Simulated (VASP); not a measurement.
# ZnS in VASP: a series of runs, part 2 of 2

VASP 6.6.1.

## Step 5: Single point, PBEsol (equal xx and yy strain of +1 %)

INCAR

```
SYSTEM = ZnS
PREC     = Accurate       ! precision mode
ENCUT    = 520            ! plane-wave cutoff, eV
EDIFF    = 1E-6           ! SCF threshold, eV
ISMEAR   = -1             ! smearing method
SIGMA    = 0.01           ! smearing width, eV
LREAL    = .False.        ! projectors in reciprocal space
LASPH    = .True.         ! aspherical terms in the spheres
NELM     = 60             ! most SCF steps
ALGO     = Normal         ! electronic algorithm
ISIF     = 2              ! what is computed and relaxed
LWAVE    = .False.        ! write WAVECAR
LCHARG   = .False.        ! write CHGCAR
GGA      = PS             ! functional
NBANDS   = 16             ! bands
```

KPOINTS

```
Automatic mesh
0
Gamma
  9 9 9
  0 0 0
```

POSCAR

```
ZnS
1.0
    0.0000000000      2.7316965000      2.7046500000
    2.7316965000      0.0000000000      2.7046500000
    2.7316965000      2.7316965000      0.0000000000
Zn S
1 1
Direct
    0.0000000000      0.0000000000      0.0000000000
    0.7500000000      0.7500000000      0.7500000000
```

Potentials or basis: VASP PAW PBE potentials, release 64 (Zn, S).

The run is started by

```console
> cat potpaw_PBE.64/Zn/POTCAR potpaw_PBE.64/S/POTCAR > POTCAR
> mpirun -np 1 vasp_std > vasp.out
```

OUTCAR:

```text
SYSTEM = ZnS
   PREC = Accurate
   ENCUT = 520
   EDIFF = 1E-6
   ISMEAR = -1
   LREAL = .False.
   LASPH = .True.
   NELM = 60
   ISIF = 2
   GGA = PS

 ion  position               nearest neighbor table
   1  0.000  0.000  0.000-   2 2.36   2 2.36   2 2.36   2 2.36
   2  0.750  0.750  0.750-   1 2.36   1 2.36   1 2.36   1 2.36

  LATTYP: Found a body centered tetragonal cell.
 ALAT       =     3.8632022386
 C/A-ratio  =     1.4002114479

  Lattice vectors:

 A1 = (   0.0000000000,  -2.7316965000,  -2.7046500000)
 A2 = (   0.0000000000,   2.7316965000,  -2.7046500000)
 A3 = (   2.7316965000,   0.0000000000,   2.7046500000)

Analysis of symmetry for initial positions (statically):
=====================================================================
 Subroutine PRICEL returns:
 Original cell was already a primitive cell.

 Routine SETGRP: Setting up the symmetry group for a
 body centered tetragonal supercell.

 Subroutine GETGRP returns: Found  8 space group operations
 (whereof  8 operations were pure point group operations)
 out of a pool of 16 trial point group operations.

The static configuration has the point symmetry D_2d.

Analysis of symmetry for dynamics (positions and initial velocities):
=====================================================================
 Subroutine PRICEL returns:
 Original cell was already a primitive cell.

 Routine SETGRP: Setting up the symmetry group for a
 body centered tetragonal supercell.

 Subroutine GETGRP returns: Found  8 space group operations
 (whereof  8 operations were pure point group operations)
 out of a pool of 16 trial point group operations.

The dynamic configuration has the point symmetry D_2d.

 Subroutine INISYM returns: Found  8 space group operations
 (whereof  8 operations are pure point group operations),
 and found     1 'primitive' translations

----------------------------------------------------------------------------------------

[... 111 lines left out ...]
     AMIX     =   0.40;   BMIX     =  1.00
     AMIX_MAG =   1.60;   BMIX_MAG =  1.00
  volume/ion in A,a.u.               =      20.18       136.20
  Fermi-wavevector in a.u.,A,eV,Ry     =   1.250730  2.363538 21.283952  1.564326
  Thomas-Fermi vector in A             =   2.384711
   LORBIT       =      0    0 simple, 1 ext, 2 COOP (PROOUT), +10 PAW based schemes
   GGA     = PS    functional components
   LHFCALC =     F    Hartree Fock is set to
   AEXX    =    0.0000 exact exchange contribution
   IVDW    =     0    specifies the selected vdW correction
   LEPSILON=     F    determine dielectric tensor
   LRPA    =     F    only Hartree local field effects (RPA)
 non-spin polarized calculation
  energy-cutoff  :      520.00
  volume of cell :       40.37
 maximum number of plane-waves:      1101
 NGX is ok and might be reduce to    30
   NGX = 15   NGY = 15   NGZ = 15

 number of electron      18.0000008 magnetization

 Free energy of the ion-electron system (eV)
  ---------------------------------------------------
  ext. energy  EPLUGINS =         0.00000000
  ---------------------------------------------------
  free energy    TOTEN  =        -7.56898218 eV

  energy without entropy =       -7.56898218  energy(sigma->0) =       -7.56898218

 E-fermi :   2.0430     XC(G=0):  -9.7433

 val. band max:        1.8253272519   @ k =   0.0000   0.0000   0.0000
 cond. band min:       3.6824755646   @ k =   0.0000   0.0000   0.0000
 fundamental gap:      1.8571483127
 Fermi energy:         2.0430260949

 k-point     1 :       0.0000    0.0000    0.0000
  band No.  band energies     occupation
      1     -11.1942      2.00000
      2      -4.4803      2.00000
      3      -4.4803      2.00000
      4      -4.4747      2.00000
      5      -4.0073      2.00000
      6      -4.0045      2.00000
[... 433 lines left out ...]
      3      -4.1672      2.00000
      4      -4.1672      2.00000
      5      -3.9355      2.00000
      6      -3.8456      2.00000
[... 8 lines left out ...]
     15      15.3725      0.00000
     16      16.6819      0.00000

 [... further k-points ...]

------------------------ aborting loop because EDIFF is reached ----------------------------------------

  FORCE on cell =-STRESS in cart. coord.  units (eV):
  Direction    XX          YY          ZZ          XY          YZ          ZX
  --------------------------------------------------------------------------------------
  -------------------------------------------------------------------------------------
  Total       -0.8726424     -0.8726424     -0.7656428      0.0000000      0.0000000      0.0000000
  in kB      -34.6370513    -34.6370513    -30.3900069      0.0000000      0.0000000      0.0000000
  external PRESSURE =     -33.2213698 kB  Pullay stress =       0.0000000 kB

 VOLUME and BASIS-vectors are now :
 -----------------------------------------------------------------------------
  energy-cutoff  :      520.00
  volume of cell :       40.37
      direct lattice vectors                 reciprocal lattice vectors
     0.000000000  2.731696500  2.704650000    -0.183036439  0.183036439  0.184866803
     2.731696500  0.000000000  2.704650000     0.183036439 -0.183036439  0.184866803
     2.731696500  2.731696500  0.000000000     0.183036439  0.183036439 -0.184866803

 POSITION                                       TOTAL-FORCE (eV/Angst)
 -----------------------------------------------------------------------------------
      0.00000      0.00000      0.00000         0.000000      0.000000      0.000000
      4.09754      4.09754      4.05697        -0.000000     -0.000000     -0.000000
 -----------------------------------------------------------------------------------
    total drift:                               -0.000000     -0.000000     -0.000000

  FREE ENERGIE OF THE ION-ELECTRON SYSTEM (eV)
  ---------------------------------------------------
  free  energy   TOTEN  =        -7.5689821808 eV

  energy  without entropy=       -7.5689821808  energy(sigma->0) =       -7.56898218
```

stdout:

```text
POSCAR found type information on POSCAR ZnS
 POSCAR found :  2 types and       2 ions
 scaLAPACK will be used
 -----------------------------------------------------------------------------
|                                                                             |
|                                                                             |
|     You enforced a specific xc type in the INCAR file but a different       |
|     I HOPE YOU KNOW WHAT YOU ARE DOING!                                     |
|                                                                             |
 -----------------------------------------------------------------------------

 LDA part: xc-table for (Slater+PW92), standard interpolation
 POSCAR, INCAR and KPOINTS ok, starting setup
 FFT: planning ... GRIDC
 FFT: planning ... GRID_SOFT
 FFT: planning ... GRID
 WAVECAR not read
 entering main loop
```

Wall time 83 s (1 thread of Intel Xeon 8259CL, shared host); peak memory 0.19 GiB.

What came out:

```
Free energy            : -7.5690 eV
Pressure               : -3.3 GPa
Band gap on the k mesh : 1.86 eV
```

Stress tensor (GPa, compression positive):
```
-3.46  0.00  0.00
 0.00 -3.46  0.00
 0.00  0.00 -3.04
```

Caveat: the cell differs from its parent crystal (equal xx and yy strain of +1 %); the cell stands under tension; the PAW data sets were made with another functional, which shifts forces and pressure a little.

## Step 6: Single point, PBEsol (equal xy, yz and zx shear strains of -2 %)

INCAR

```
SYSTEM = ZnS
PREC = Accurate ; ENCUT = 520
EDIFF = 1E-7 ; ISMEAR = -1
SIGMA = 0.01 ; LREAL = .False.
LASPH = .True. ; NELM = 80
ALGO = Normal ; ISIF = 2
LWAVE = .False. ; LCHARG = .False.
GGA = PS ; NBANDS = 16
```

KPOINTS

```
regular mesh
0
Gamma
  9 9 9
  0 0 0
```

POSCAR

```
ZnS
1.0
   -0.0540930000      2.6776035000      2.6776035000
    2.6776035000     -0.0540930000      2.6776035000
    2.6776035000      2.6776035000     -0.0540930000
Zn S
1 1
Direct
    0.0000000000      0.0000000000      0.0000000000
    0.7500000000      0.7500000000      0.7500000000
```

Potentials or basis: VASP PAW PBE potentials, release 64 (Zn, S).

The run is started by

```console
> cat potpaw_PBE.64/Zn/POTCAR potpaw_PBE.64/S/POTCAR > POTCAR
> mpirun -np 1 vasp_std > vasp.out
```

OUTCAR:

```text
SYSTEM = ZnS
   PREC = Accurate
   ENCUT = 520
   EDIFF = 1E-7
   ISMEAR = -1
   LREAL = .False.
   LASPH = .True.
   NELM = 80
   ISIF = 2
   GGA = PS

 ion  position               nearest neighbor table
   1  0.000  0.000  0.000-   2 2.30   2 2.36   2 2.36   2 2.36
   2  0.750  0.750  0.750-   1 2.30   1 2.36   1 2.36   1 2.36

  LATTYP: Found a trigonal (rhomboedric) cell.
 ALAT       =     3.7870895235
 COS(alpha) =     0.4797000918

  Lattice vectors:

 A1 = (  -0.0540930000,   2.6776035000,   2.6776035000)
 A2 = (   2.6776035000,  -0.0540930000,   2.6776035000)
 A3 = (   2.6776035000,   2.6776035000,  -0.0540930000)

Analysis of symmetry for initial positions (statically):
=====================================================================
 Subroutine PRICEL returns:
 Original cell was already a primitive cell.

 Routine SETGRP: Setting up the symmetry group for a
 trigonal (rhombohedral) supercell.

 Subroutine GETGRP returns: Found  6 space group operations
 (whereof  6 operations were pure point group operations)
 out of a pool of 12 trial point group operations.

The static configuration has the point symmetry C_3v.

Analysis of symmetry for dynamics (positions and initial velocities):
=====================================================================
 Subroutine PRICEL returns:
 Original cell was already a primitive cell.

 Routine SETGRP: Setting up the symmetry group for a
 trigonal (rhombohedral) supercell.

 Subroutine GETGRP returns: Found  6 space group operations
 (whereof  6 operations were pure point group operations)
 out of a pool of 12 trial point group operations.

The dynamic configuration has the point symmetry C_3v.

[... 110 lines left out ...]
   NUPDOWN=      -1.0000    fix difference up-down
   EMIN   =  10.00;   EMAX   =-10.00  energy-range for DOS
   EFERMI =   0.00;   METHOD = LEGACY
   ISMEAR =    -1;   SIGMA  =   0.01  broadening in eV -4-tet -1-fermi 0-gaus
   EFERMI_NEDOS =   21; number of points for ismear=-14 and -15
   IALGO  =     38    algorithm
   IMIX   =      4    mixing-type and parameters
     AMIX     =   0.40;   BMIX     =  1.00
     AMIX_MAG =   1.60;   BMIX_MAG =  1.00
  volume/ion in A,a.u.               =      19.78       133.47
  Fermi-wavevector in a.u.,A,eV,Ry     =   1.259181  2.379508 21.572553  1.585538
  Thomas-Fermi vector in A             =   2.392754
   LORBIT       =      0    0 simple, 1 ext, 2 COOP (PROOUT), +10 PAW based schemes
   GGA     = PS    functional components
   LHFCALC =     F    Hartree Fock is set to
   AEXX    =    0.0000 exact exchange contribution
   IVDW    =     0    specifies the selected vdW correction
   LEPSILON=     F    determine dielectric tensor
   LRPA    =     F    only Hartree local field effects (RPA)
 non-spin polarized calculation
  energy-cutoff  :      520.00
  volume of cell :       39.56
 maximum number of plane-waves:      1085
   NGX = 15   NGY = 15   NGZ = 15

 number of electron      17.9999991 magnetization

 Free energy of the ion-electron system (eV)
  ---------------------------------------------------
  ext. energy  EPLUGINS =         0.00000000
  ---------------------------------------------------
  free energy    TOTEN  =        -7.57234446 eV

  energy without entropy =       -7.57234446  energy(sigma->0) =       -7.57234446

 E-fermi :   2.3068     XC(G=0):  -9.8371

 val. band max:        2.0511789530   @ k =   0.0000   0.0000   0.0000
 cond. band min:       3.9447540504   @ k =   0.0000   0.0000   0.0000
 fundamental gap:      1.8935750974
 Fermi energy:         2.3068268102

 k-point     1 :       0.0000    0.0000    0.0000
  band No.  band energies     occupation
      1     -11.1505      2.00000
      2      -4.3908      2.00000
      3      -4.3669      2.00000
      4      -4.3669      2.00000
      5      -3.8779      2.00000
      6      -3.8779      2.00000
[... 433 lines left out ...]
      3      -4.0668      2.00000
      4      -4.0257      2.00000
      5      -3.8050      2.00000
      6      -3.7236      2.00000
[... 8 lines left out ...]
     15      15.6136      0.00000
     16      16.9537      0.00000

 [... further k-points ...]

------------------------ aborting loop because EDIFF is reached ----------------------------------------

  FORCE on cell =-STRESS in cart. coord.  units (eV):
  Direction    XX          YY          ZZ          XY          YZ          ZX
  --------------------------------------------------------------------------------------
  -------------------------------------------------------------------------------------
  Total       -0.4576495     -0.4576495     -0.4576495      0.3443947      0.3443947      0.3443947
  in kB      -18.5358090    -18.5358090    -18.5358090     13.9487413     13.9487413     13.9487413
  external PRESSURE =     -18.5358090 kB  Pullay stress =       0.0000000 kB

 VOLUME and BASIS-vectors are now :
 -----------------------------------------------------------------------------
  energy-cutoff  :      520.00
  volume of cell :       39.56
      direct lattice vectors                 reciprocal lattice vectors
    -0.054093000  2.677603500  2.677603500    -0.181168720  0.184904158  0.184904158
     2.677603500 -0.054093000  2.677603500     0.184904158 -0.181168720  0.184904158
     2.677603500  2.677603500 -0.054093000     0.184904158  0.184904158 -0.181168720

 POSITION                                       TOTAL-FORCE (eV/Angst)
 -----------------------------------------------------------------------------------
      0.00000      0.00000      0.00000         0.117219      0.117219      0.117219
      3.97584      3.97584      3.97584        -0.117219     -0.117219     -0.117219
 -----------------------------------------------------------------------------------
    total drift:                                0.000035      0.000035      0.000035

  FREE ENERGIE OF THE ION-ELECTRON SYSTEM (eV)
  ---------------------------------------------------
  free  energy   TOTEN  =        -7.5723444561 eV

  energy  without entropy=       -7.5723444561  energy(sigma->0) =       -7.57234446
```

stdout:

```text
POSCAR found type information on POSCAR ZnS
 POSCAR found :  2 types and       2 ions
 scaLAPACK will be used
 -----------------------------------------------------------------------------
|                                                                             |
|                                                                             |
|     You enforced a specific xc type in the INCAR file but a different       |
|     I HOPE YOU KNOW WHAT YOU ARE DOING!                                     |
|                                                                             |
 -----------------------------------------------------------------------------

 LDA part: xc-table for (Slater+PW92), standard interpolation
 POSCAR, INCAR and KPOINTS ok, starting setup
 FFT: planning ... GRIDC
 FFT: planning ... GRID_SOFT
 FFT: planning ... GRID
 WAVECAR not read
 entering main loop
```

Run time: 78 s. Hardware: 1 thread of Intel Xeon 8259CL, shared host; peak memory 0.19 GiB.

What came out:

- Free energy: -7.5723 eV
- Pressure: -1.9 GPa
- Largest force: 0.203 eV/Å
- Band gap on the k mesh: 1.89 eV

Forces on the atoms (eV/Å):
```
Zn   0.117  0.117  0.117
S   -0.117 -0.117 -0.117
```

Levels at points of the mesh, in eV from the valence-band top:
```csv
k point,band 5,band 6,band 7,band 8,band 9,band 10,band 11,band 12,band 13,band 14
"(0.00, 0.00, 0.00)",-5.93,-5.93,-0.10,-0.10,0.00,1.89,6.11,6.11,6.56,11.57
```

Caveat: the cell differs from its parent crystal (equal xy, yz and zx shear strains of -2 %); the PAW data sets were made with another functional, which shifts forces and pressure a little.

## Step 7: Summary

| cell | gap on the mesh (eV) | pressure (GPa) |
| --- | --- | --- |
| a = 3.787, b = 3.787, c = 3.748 Å, angles 60.3, 60.3, 59.3°, 2 atoms | 2.11 | 1.1 |
| a = 3.806, b = 3.806, c = 3.825 Å, angles 59.8, 59.8, 60.3°, 2 atoms | 1.98 | -1.3 |
| a = 3.844, b = 3.844, c = 3.825 Å, angles 60.2, 60.2, 59.7°, 2 atoms | 1.91 | -2.7 |
| a = 3.844, b = 3.844, c = 3.863 Å, angles 59.8, 59.8, 60.3°, 2 atoms | 1.86 | -3.3 |
| a = 3.787 Å, angles 61.3°, 2 atoms | 1.89 | -1.9 |

Alike in all rows: task single point; level PBEsol; potentials or basis VASP PAW PBE potentials, release 64 (Zn, S); no spin polarisation; k mesh 9 × 9 × 9; cutoff (eV) 520; smearing fermi-dirac 0.01 eV.

Caveats: the PAW data sets were made with another functional, which shifts forces and pressure a little; the cell stands under tension (at least some runs).

Absolute energies hang on the potentials; compare differences alone.
